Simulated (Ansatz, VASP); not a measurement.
One calculation of HfTe2W2, two programs

```
CELL_PARAMETERS angstrom
4.07989 0.00000 0.00000
0.00000 4.07989 0.00000
0.00000 0.00000 7.13047
ATOMIC_POSITIONS crystal
Hf 0.50000 0.50000 0.78516
Te 0.50000 0.00000 0.46518
Te 0.00000 0.50000 0.46518
W 0.50000 0.00000 0.07300
W 0.00000 0.50000 0.07300
```

Alike in both runs: functional PBE; k mesh 4 × 4 × 4; occupations gaussian, width 0.1 eV; no spin polarisation.

Ansatz relaxed the structure, and its values are those at the end. VASP's run is a single point on that final structure, the one shown.

|  | VASP | Ansatz |
| --- | --- | --- |
| version | VASP 6.6.1 | Ansatz 0.2.0 |
| potentials or method | VASP PAW PBE potentials, release 64 (Hf_pv, Te, W_sv), cutoff 520 eV | scalar-relativistic, plane waves, PAW |
| valence electrons in the cell | 50 | 86 |

```csv
,VASP,Ansatz,Ansatz less VASP
gap on the k mesh at the Fermi level (eV),none,none,-
pressure (GPa),-0.2,-0.1,+0.10
rms of the force components (eV/Å),0.016,0.009,-0.0068
```

A gap of «none» marks a metal or a gap that the smearing closes. With one functional, cell and mesh, what is left measures potentials, basis and numerics. VASP's potentials hold 50 valence electrons a cell and Ansatz's 86, so a difference there can come from the potentials and not from the codes.

The k mesh is coarse, so the values compare programs but aren't converged. Neither program's run includes spin-orbit coupling.
